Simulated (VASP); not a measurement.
# AlN (F-43m) in VASP: single point with PBE0

Aim: the single point of AlN with PBE0.

Everything below comes from runs of VASP 6.6.1. Logs are shortened: lines on timing, memory, paths and dates and some standing lists are left out, and cuts for length are marked.

## 1. The cell of the first run

Symmetry: F-43m, No. 216, cubic system. The conventional cell has a = 4.365 Å, b = 4.365 Å, c = 4.365 Å, α = 90.00°, β = 90.00°, γ = 90.00°. Within 2.5 Å of Al (site symmetry -43m) lie 4 N at 1.89 Å. Within 2.5 Å of N (site symmetry -43m) lie 4 Al at 1.89 Å.

## 2. Single point, PBE0 (volume scaled by 1.000 of the coarse rest volume)

POSCAR reads:

```
AlN
1.0
    0.0000000000      2.1824000000      2.1824000000
    2.1824000000      0.0000000000      2.1824000000
    2.1824000000      2.1824000000      0.0000000000
Al N
1 1
Direct
    0.0000000000      0.0000000000      0.0000000000
    0.2500000000      0.2500000000      0.2500000000
```

INCAR.step1 reads:

```
SYSTEM = AlN
PREC = Accurate ; ENCUT = 520
EDIFF = 1E-5 ; ISMEAR = 0
SIGMA = 0.02 ; LREAL = .False.
LASPH = .True. ; NELM = 60
ALGO = Normal ; ISIF = 2
LWAVE = .True. ; LCHARG = .False.
GGA = PE ; NBANDS = 11
```

INCAR.step2 reads:

```
SYSTEM = AlN
PREC = Accurate ; ENCUT = 520
EDIFF = 1E-7 ; ISMEAR = 0
SIGMA = 0.02 ; LREAL = .False.
LASPH = .True. ; NELM = 60
ALGO = Normal ; ISIF = 2
LWAVE = .False. ; LCHARG = .False.
GGA = PE ; LHFCALC = .True.
AEXX = 0.25 ; PRECFOCK = Normal
ISTART = 1 ; NBANDS = 11
```

KPOINTS reads:

```
regular mesh
0
Gamma
  6 6 6
  0 0 0
```

Potentials or basis: VASP PAW PBE potentials, release 64 (Al, N).

Command:

```
cat potpaw_PBE.64/Al/POTCAR potpaw_PBE.64/N/POTCAR > POTCAR
cp INCAR.step1 INCAR
mpirun -np 1 vasp_std > vasp.out
cp INCAR.step2 INCAR
mpirun -np 1 vasp_std > vasp.out
```

OUTCAR:

```text
SYSTEM = AlN
   PREC = Accurate
   ENCUT = 520
   EDIFF = 1E-7
   ISMEAR = 0
   LREAL = .False.
   LASPH = .True.
   NELM = 60
   ISIF = 2
   GGA = PE
   LHFCALC = .True.
   AEXX = 0.25
   PRECFOCK = Normal
   ISTART = 1

 ion  position               nearest neighbor table
   1  0.000  0.000  0.000-   2 1.89   2 1.89   2 1.89   2 1.89
   2  0.250  0.250  0.250-   1 1.89   1 1.89   1 1.89   1 1.89

  LATTYP: Found a face centered cubic cell.
 ALAT       =     4.3648000000

  Lattice vectors:

 A1 = (   0.0000000000,   2.1824000000,   2.1824000000)
 A2 = (   2.1824000000,   0.0000000000,   2.1824000000)
 A3 = (   2.1824000000,   2.1824000000,   0.0000000000)

Analysis of symmetry for initial positions (statically):
=====================================================================
 Subroutine PRICEL returns:
 Original cell was already a primitive cell.

 Routine SETGRP: Setting up the symmetry group for a
 face centered cubic supercell.

 Subroutine GETGRP returns: Found 24 space group operations
 (whereof 24 operations were pure point group operations)
 out of a pool of 48 trial point group operations.

The static configuration has the point symmetry T_d .

Analysis of symmetry for dynamics (positions and initial velocities):
=====================================================================
 Subroutine PRICEL returns:
 Original cell was already a primitive cell.

 Routine SETGRP: Setting up the symmetry group for a
 face centered cubic supercell.

 Subroutine GETGRP returns: Found 24 space group operations
 (whereof 24 operations were pure point group operations)
 out of a pool of 48 trial point group operations.

The dynamic configuration has the point symmetry T_d .

 Subroutine INISYM returns: Found 24 space group operations
 (whereof 24 operations are pure point group operations),
 and found     1 'primitive' translations

----------------------------------------------------------------------------------------

                                     Primitive cell

  volume of cell :      20.7890

  direct lattice vectors                    reciprocal lattice vectors
     0.000000000  2.182400000  2.182400000    -0.229105572  0.229105572  0.229105572
     2.182400000  0.000000000  2.182400000     0.229105572 -0.229105572  0.229105572
     2.182400000  2.182400000  0.000000000     0.229105572  0.229105572 -0.229105572

  length of vectors
     3.086379679  3.086379679  3.086379679     0.396822491  0.396822491  0.396822491

  position of ions in fractional coordinates (direct lattice)
     0.000000000  0.000000000  0.000000000
     0.250000000  0.250000000  0.250000000

  ion indices of the primitive-cell ions
   primitive index   ion index
                 1           1
                 2           2

----------------------------------------------------------------------------------------

 KPOINTS: regular mesh

Automatic generation of k-mesh.
 Grid dimensions read from file:
 generate k-points for:    6    6    6

 Generating k-lattice:

  Cartesian coordinates                     Fractional coordinates (reciprocal lattice)
    -0.038184262  0.038184262  0.038184262     0.166666667  0.000000000  0.000000000
     0.038184262 -0.038184262  0.038184262     0.000000000  0.166666667  0.000000000
     0.038184262  0.038184262 -0.038184262     0.000000000  0.000000000  0.166666667

  Length of vectors
     0.066137082  0.066137082  0.066137082

  Shift w.r.t. Gamma in fractional coordinates (k-lattice)
     0.000000000  0.000000000  0.000000000

 Subroutine IBZKPT returns following result:
 ===========================================

 Found     16 irreducible k-points:

 Following reciprocal coordinates:
            Coordinates               Weight
  0.000000  0.000000  0.000000      1.000000
  0.166667  0.000000  0.000000      8.000000
  0.333333  0.000000  0.000000      8.000000
  0.500000  0.000000  0.000000      4.000000
  0.166667  0.166667  0.000000      6.000000
  0.333333  0.166667  0.000000     24.000000
[... 8 lines left out ...]
 -0.333333  0.333333  0.166667     24.000000
 -0.333333  0.500000  0.166667     12.000000
   k-points           NKPTS =     16   k-points in BZ     NKDIM =    216   number of bands    NBANDS=     11
   number of dos      NEDOS =    301   number of ions     NIONS =      2
   total plane-waves  NPLWV =  13824
   dimension x,y,z NGX =    24 NGY =   24 NGZ =   24
   dimension x,y,z NGXF=    48 NGYF=   48 NGZF=   48
   ions per type =               1   1
   NGX,Y,Z   is equivalent  to a cutoff of  12.93, 12.93, 12.93 a.u.
   NGXF,Y,Z  is equivalent  to a cutoff of  25.85, 25.85, 25.85 a.u.
 SYSTEM =  AlN
   PREC   = accura    normal or accurate (medium, high low for compatibility)
   ISTART =      1    job   : 0-new  1-cont  2-samecut
   ICHARG =      0    charge: 1-file 2-atom 10-const
   ISPIN  =      1    spin polarized calculation?
   LNONCOLLINEAR =      F non collinear calculations
   LSORBIT =      F    spin-orbit coupling
   LASPH  =      T    aspherical Exc in radial PAW
   ENCUT  =  520.0 eV  38.22 Ry    6.18 a.u.   5.74  5.74  5.74*2*pi/ulx,y,z
   NELM   =     60;   NELMIN=  2; NELMDL=  0     # of ELM steps
   EDIFF  = 0.1E-06   stopping-criterion for ELM
   LREAL  =      F    real-space projection
   EDIFFG = 0.1E-05   stopping-criterion for IOM
   NSW    =      0    number of steps for IOM
   IBRION =     -1    ionic relax: 0-MD 1-quasi-New 2-CG
   NFREE  =      0    steps in history (QN), initial steepest desc. (CG)
   ISIF   =      2    stress and relaxation
   ISYM   =      3    0-nonsym 1-usesym 2-fastsym
   POTIM  = 0.5000    time-step for ionic-motion
   TEBEG  =    0.0;   TEEND  =   0.0 temperature during run
   PSTRESS=    0.0 pullay stress
   NELECT =       8.0000    total number of electrons
   NUPDOWN=      -1.0000    fix difference up-down
   EMIN   =  10.00;   EMAX   =-10.00  energy-range for DOS
   EFERMI =   0.00;   METHOD = LEGACY
   ISMEAR =     0;   SIGMA  =   0.02  broadening in eV -4-tet -1-fermi 0-gaus
   EFERMI_NEDOS =   21; number of points for ismear=-14 and -15
   IALGO  =     38    algorithm
   IMIX   =      1    mixing-type and parameters
     AMIX     =   0.40;   BMIX     =  1.00
     AMIX_MAG =   1.60;   BMIX_MAG =  1.00
  volume/ion in A,a.u.               =      10.39        70.15
  Fermi-wavevector in a.u.,A,eV,Ry     =   1.190768  2.250225 19.292086  1.417928
  Thomas-Fermi vector in A             =   2.326845
   LORBIT       =      0    0 simple, 1 ext, 2 COOP (PROOUT), +10 PAW based schemes
   GGA     = PE    functional components
   LHFCALC =     T    Hartree Fock is set to
   PRECFOCK=normal    Normal, Fast or Accurate (Low or Medium for compatibility)
   ENCUT4O =  -1.0   cutoff for four orbital integrals eV
   NKREDX  =     1    reduce k-point grid by
   NKREDY  =     1    reduce k-point grid by
   NKREDZ  =     1    reduce k-point grid by
   AEXX    =    0.2500 exact exchange contribution
   HFSCREEN=    0.0000 screening length (either q_TF or 0.3 A-1)
   HFSCREENC=   0.0000 screening length for correlation (either q_TF or 0.3 A-1)
   ENCUTFOCK=  -1.0 apply spherical cutoff to Coloumb kernel
   IVDW    =     0    specifies the selected vdW correction
   LEPSILON=     F    determine dielectric tensor
   LRPA    =     F    only Hartree local field effects (RPA)
 non-spin polarized calculation
 Gauss-broadening in eV      SIGMA  =   0.02
  energy-cutoff  :      520.00
  volume of cell :       20.79
 maximum number of plane-waves:       568
  NGX = 18; NGY = 18; NGZ = 18

 number of electron       8.0000000 magnetization

 Free energy of the ion-electron system (eV)
  ---------------------------------------------------
  ext. energy  EPLUGINS =         0.00000000
  ---------------------------------------------------
  free energy    TOTEN  =       -18.32208180 eV

  energy without entropy =      -18.32208180  energy(sigma->0) =      -18.32208180

 E-fermi :   4.8064     XC(G=0):  -8.6178

 val. band max:        4.6728581569   @ k =   0.0000   0.0000   0.0000
 cond. band min:       9.9810030692   @ k =   0.5000   0.5000   0.0000
 fundamental gap:      5.3081449123
 Fermi energy:         4.8064046776

 k-point     1 :       0.0000    0.0000    0.0000
  band No.  band energies     occupation
      1     -11.8472      2.00000
      2       4.6729      2.00000
      3       4.6729      2.00000
      4       4.6729      2.00000
      5      10.9960      0.00000
      6      19.7294      0.00000
      7      19.7294      0.00000
      8      19.7294      0.00000
      9      25.0887      0.00000
     10      25.0887      0.00000
     11      26.4753      0.00000

 k-point     2 :       0.1667    0.0000    0.0000
  band No.  band energies     occupation
      1     -11.4192      2.00000
      2       2.6897      2.00000
      3       4.5246      2.00000
      4       4.5246      2.00000
      5      12.4961      0.00000
      6      18.8214      0.00000
      7      19.9239      0.00000
      8      19.9239      0.00000
      9      23.1607      0.00000
     10      23.1607      0.00000
     11      24.9117      0.00000

 k-point     3 :       0.3333    0.0000    0.0000
  band No.  band energies     occupation
      1     -10.3605      2.00000
      2      -0.2885      2.00000
      3       4.2563      2.00000
      4       4.2563      2.00000
      5      13.9818      0.00000
      6      17.6191      0.00000
      7      18.8550      0.00000
      8      18.8550      0.00000
      9      24.6416      0.00000
     10      24.9430      0.00000
     11      24.9430      0.00000
[... 155 lines left out ...]
 k-point    15 :      -0.3333    0.3333    0.1667
  band No.  band energies     occupation
      1      -9.1152      2.00000
      2      -0.3718      2.00000
      3       1.4624      2.00000
      4       2.8806      2.00000
      5      13.3819      0.00000
      6      17.1917      0.00000
      7      19.3889      0.00000
      8      20.4607      0.00000
      9      24.2973      0.00000
     10      26.0809      0.00000
     11      31.6437      0.00000

 k-point    16 :      -0.3333    0.5000    0.1667
  band No.  band energies     occupation
      1      -8.9225      2.00000
      2      -0.0501      2.00000
      3       1.6256      2.00000
      4       1.9762      2.00000
      5      12.0318      0.00000
      6      17.3892      0.00000
      7      20.2966      0.00000
      8      20.5349      0.00000
      9      24.1591      0.00000
     10      27.7560      0.00000
     11      32.4148      0.00000

------------------------ aborting loop because EDIFF is reached ----------------------------------------

  FORCE on cell =-STRESS in cart. coord.  units (eV):
  Direction    XX          YY          ZZ          XY          YZ          ZX
  --------------------------------------------------------------------------------------
  -------------------------------------------------------------------------------------
  Total       -0.0135573     -0.0135573     -0.0135573     -0.0000000      0.0000000     -0.0000000
  in kB       -1.0448410     -1.0448410     -1.0448410     -0.0000000      0.0000000     -0.0000000
  external PRESSURE =      -1.0448410 kB  Pullay stress =       0.0000000 kB

 VOLUME and BASIS-vectors are now :
 -----------------------------------------------------------------------------
  energy-cutoff  :      520.00
  volume of cell :       20.79
      direct lattice vectors                 reciprocal lattice vectors
     0.000000000  2.182400000  2.182400000    -0.229105572  0.229105572  0.229105572
     2.182400000  0.000000000  2.182400000     0.229105572 -0.229105572  0.229105572
     2.182400000  2.182400000  0.000000000     0.229105572  0.229105572 -0.229105572

 POSITION                                       TOTAL-FORCE (eV/Angst)
 -----------------------------------------------------------------------------------
      0.00000      0.00000      0.00000        -0.000000     -0.000000     -0.000000
      1.09120      1.09120      1.09120         0.000000      0.000000      0.000000
 -----------------------------------------------------------------------------------
    total drift:                                0.000000      0.000000      0.000000

  FREE ENERGIE OF THE ION-ELECTRON SYSTEM (eV)
  ---------------------------------------------------
  free  energy   TOTEN  =       -18.3220818021 eV

  energy  without entropy=      -18.3220818021  energy(sigma->0) =      -18.32208180
```

It took 4.9 min on 1 thread of Intel Xeon Platinum 8375C at 2.90GHz (Ice Lake), shared host; peak memory 0.14 GiB.

Results:

```
Free energy            : -18.3221 eV
Pressure               : -0.1 GPa
Band gap on the k mesh : 5.31 eV, indirect (least direct gap 6.32 eV)
```

Levels at points of the mesh, in eV from the valence-band top:
| k point | band 2 | band 3 | band 4 | band 5 | band 6 | band 7 |
| --- | --- | --- | --- | --- | --- | --- |
| (0.00, 0.00, 0.00) | 0.00 | 0.00 | 0.00 | 6.32 | 15.06 | 15.06 |
| (0.50, 0.00, 0.00) | -6.40 | -0.54 | -0.54 | 9.67 | 12.44 | 13.56 |
| (0.50, 0.50, 0.00) | -5.37 | -1.96 | -1.96 | 5.31 | 10.87 | 16.93 |

Caveat: the PAW data sets were made with another functional, which shifts forces and pressure a little. A k mesh can miss the band edges.
